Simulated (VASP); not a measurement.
Crystal: Li6AlB3.

```
CELL_PARAMETERS angstrom
4.85692 0.00000 0.00000
0.00000 4.85692 0.00000
0.00000 0.00000 4.85692
ATOMIC_POSITIONS crystal
Li 0.69538 0.50000 0.00000
Li 0.30462 0.50000 0.00000
Li 0.00000 0.69538 0.50000
Li 0.00000 0.30462 0.50000
Li 0.50000 0.00000 0.69538
Li 0.50000 0.00000 0.30462
Al 0.00000 0.00000 0.00000
B 0.50000 0.00000 0.00000
B 0.00000 0.50000 0.00000
B 0.00000 0.00000 0.50000
```

```yaml
Program: VASP 6.6.1
Task: relaxation of cell and atoms
Functional: PBE
Potentials_or_basis: VASP PAW PBE potentials, release 64 (Li_sv, Al, B)
Cutoff: 600 eV
k_mesh: 4 × 4 × 4
Occupations: gaussian, width 0.1 eV
Spin: no spin polarisation
```

At the start: pressure 25.4 GPa; volume 11.46 Å³/atom.

**Question.** How do energy, volume and symmetry change on relaxing?

**Answer.** Over 9 steps the energy falls by 606.0 meV/atom and the volume is 16.76 Å³/atom (+46.3 %); space group Pm-3 (No. 200, to 0.05 Å).

The path:
| step | energy change (eV) | largest force (eV/Å) | pressure (GPa) | volume (Å³) |
| --- | --- | --- | --- | --- |
| 1 | 0.0000 | 5.8529 | 25.45 | 114.57 |
| 2 | -5.0477 | 2.5743 | 1.30 | 147.48 |
| 3 | -5.5522 | 0.7868 | 4.72 | 139.35 |
| 4 | -5.5552 | 0.6686 | 4.99 | 138.82 |
| 5 | -5.8577 | 0.3633 | 2.96 | 148.21 |
| 6 | -6.0556 | 0.0191 | 0.49 | 163.78 |
| 7 | -6.0593 | 0.0688 | 0.17 | 166.25 |
| 8 | -6.0592 | 0.0800 | 0.10 | 166.83 |
| 9 | -6.0600 | 0.0125 | -0.11 | 167.58 |

Final structure:
```xyz
10
Lattice="5.5132 0.0000 0.0000 0.0000 5.5132 0.0000 0.0000 0.0000 5.5132" Properties=species:S:1:pos:R:3 pbc="T T T"
Li    3.6524    2.7566    5.5132
Li    1.8608    2.7566    5.5132
Li    0.0000    3.6524    2.7566
Li    5.5132    1.8608    2.7566
Li    2.7566    0.0000    3.6524
Li    2.7566    0.0000    1.8608
Al    5.5132    0.0000    5.5132
B     2.7566    0.0000    5.5132
B     5.5132    2.7566    5.5132
B     5.5132    0.0000    2.7566
```

Caveat: the cutoff is under 1.25 times the usual one of these potentials, so pressure, stress and relaxed cells hold a basis-set (Pulay) error; the volume moved by over 15 % at a fixed basis, so the end points are rough.
